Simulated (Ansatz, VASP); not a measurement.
Sc2AlN3: VASP beside Ansatz

```
Sc Al N
1.0
     3.93926    0.00000    0.00000
     0.00000    3.93926    0.00000
     0.00000    0.00000    6.58998
Sc Al N
2 1 3
Direct
  0.00000 0.50000 0.00000
  0.50000 0.00000 0.00000
  0.50000 0.50000 0.50000
  0.50000 0.50000 0.13212
  0.50000 0.50000 0.86788
  0.00000 0.00000 0.50000
```

Alike in both runs: task relaxation of cell and atoms; functional PBE; k mesh 4 × 4 × 4; occupations gaussian, width 0.1 eV; no spin polarisation.

```csv
,VASP,Ansatz
version,VASP 6.6.1,Ansatz 0.2.0
potentials or method,"VASP PAW PBE potentials, release 64 (Sc_sv, Al, N), cutoff 600 eV","scalar-relativistic, plane waves, PAW"
valence electrons in the cell,40,40
```

```tsv
	VASP	Ansatz	Ansatz less VASP
gap on the k mesh at the Fermi level, each at its own relaxed structure (eV)	none	none	-
relaxed volume (Å³/atom)	14.03	14.30	+0.277
relaxed length of the cell vector where the two differ most in proportion (Å)	4.918	5.926	+1.0080
```

A gap of «none» marks a metal or a gap that the smearing closes. One of these differences is far larger than is usual between the two programs; its cause wasn't traced.

The k mesh is coarse, so the values compare programs but aren't converged. Noted on VASP's run: the volume moved by over 15 % at a fixed basis, so the end points are rough.
